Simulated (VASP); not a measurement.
# H2Ir24O: single point with PBEsol

Slab: H2Ir24O, a slab with vacuum.

```
Ir O H
1.0
     5.43058    0.00000    0.00000
     4.07294    7.05453    0.00000
     0.00000    0.00000   18.65107
Ir O H
24 1 2
Direct
  0.00000 0.00000 0.05362
  0.50000 0.00000 0.05362
  0.99999 0.33333 0.05362
  0.49999 0.33333 0.05362
  0.00000 0.66666 0.05362
  0.50001 0.66666 0.05362
  0.15079 0.11194 0.16773
  0.66244 0.10640 0.16669
  0.17299 0.44109 0.17008
  0.66703 0.43931 0.17133
  0.15634 0.77963 0.16943
  0.67182 0.77414 0.17088
  0.83587 0.22146 0.28826
  0.34596 0.21279 0.28248
  0.82238 0.55082 0.28673
  0.34523 0.54025 0.28505
  0.83702 0.88369 0.28985
  0.33279 0.88454 0.28485
  0.01629 0.98509 0.40295
  0.50796 0.99168 0.40657
  0.99699 0.31924 0.40324
  0.51268 0.32649 0.40904
  0.00872 0.65775 0.40350
  0.50765 0.65459 0.40624
  0.49719 0.34164 0.53255
  0.62899 0.39083 0.54237
  0.30330 0.45724 0.53189
```

| Property | Result |
| --- | --- |
| Program | VASP 6.6.1 |
| Task | single point |
| Functional | PBEsol |
| Potentials or basis | VASP PAW PBE potentials, release 64 (Ir, O, H) |
| Cutoff | 520 eV |
| k mesh | 2 × 2 × 1 |
| Occupations | fermi-dirac, width 0.05 eV |
| Spin | no spin polarisation |

The largest force is 1.781 eV/Å. The band gap on the k mesh is zero (band 112 reaches 2.48 eV, above the bottom of band 113 at 2.04 eV).

Forces in eV/Å, atoms in the order of the input:
```
Ir  -0.129 -0.203 -0.868
Ir  -0.249 -0.446 -0.421
Ir   0.002  0.165 -0.274
Ir   0.070  0.113 -0.285
Ir  -0.092 -0.095 -0.391
Ir   0.034 -0.070  0.002
Ir   1.023 -0.518  0.773
Ir   0.154  0.135  1.259
Ir  -0.793  0.129  0.082
Ir   0.085  0.421 -0.602
Ir   0.655 -0.714  0.636
Ir  -0.758  0.103 -0.057
Ir  -0.306 -1.137 -0.714
Ir  -0.597  0.328  1.562
Ir   1.530 -0.068  0.077
Ir  -0.705  1.336  0.942
Ir  -0.176 -0.092 -1.139
Ir   0.297 -0.050  0.587
Ir  -0.108  0.461  0.573
Ir  -0.196 -0.145 -0.867
Ir   1.267  0.513  0.473
Ir  -0.851 -0.374 -0.729
Ir  -0.228 -0.244  0.192
Ir   0.162  0.418 -0.657
O    0.045  0.687 -0.060
H   -0.483 -0.193 -0.178
H    0.345 -0.460  0.084
```

Levels at points of the mesh, in eV from the Fermi level:
```
           k point  band 108  band 109  band 110  band 111  band 112  band 113  band 114  band 115  band 116  band 117
(0.00, 0.00, 0.00)     -0.21     -0.05     -0.03      0.02      0.08      0.08      0.11      0.18      0.19      0.31
(0.50, 0.00, 0.00)     -0.67     -0.57     -0.49     -0.41     -0.36     -0.32     -0.19     -0.08     -0.05      0.03
(0.00, 0.50, 0.00)      0.04      0.07      0.08      0.09      0.12      0.32      0.44      0.63      0.69      0.80
(0.50, 0.50, 0.00)     -0.80     -0.71     -0.55     -0.51     -0.42     -0.21     -0.17      0.07      0.13      0.27
```

Wall time 32 min on 1 thread of Intel(R) Xeon(R) Platinum 8375C CPU @ 2.90GHz (Ice Lake), on a shared host, peak memory 0.86 GiB.

Caveat: the k points lie up to 0.67 Å⁻¹ apart; the PAW data sets were made with another functional, which shifts forces and pressure a little; spin-orbit coupling is left out, which moves the levels of the heavy elements.
